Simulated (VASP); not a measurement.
Runs of VASP 6.6.1 on Na4TmSb. The structure is that of space group F-43m (No. 216), or close to it. The cells are those of the table. 

```tsv
task	cell	k mesh	smearing	gap on the mesh (eV)	pressure (GPa)	largest force (eV/Å)
single point	a = 6.266 Å, angles 60.0°, 6 atoms	8 × 8 × 8	tetrahedron	none	0.1	0.02
relaxation of cell and atoms	relaxed from a = 5.880 Å, angles 60.0°, 6 atoms	4 × 4 × 4	gaussian 0.1 eV	none	0.0	0.04
single point	a = 6.266 Å, angles 60.0°, 6 atoms	8 × 8 × 8	gaussian 0.1 eV	none	0.0	0.01
single point	a = 5.880 Å, angles 60.0°, 6 atoms	4 × 4 × 4	gaussian 0.1 eV	none	(a)	0.09
```

Alike in all rows: level PBE; potentials or basis VASP PAW PBE potentials, release 64 (Na_pv, Tm_3, Sb), 4f in core; no spin polarisation; cutoff (eV) 500.

Problem. Fill in the values left out.

Solution. (a) 5.6.

Caveats: spin-orbit coupling is left out, which moves the levels of the heavy elements; the 4f electrons are frozen in the core, so they carry no moment and show no levels; tetrahedron occupations give inexact forces and stress in metals (at least some runs); the cell stands under pressure (at least some runs).

A k mesh can miss the band edges, and the runs leave out spin-orbit coupling on Sb, Tm.

A gap of «none» marks levels without a gap at the run's occupations.
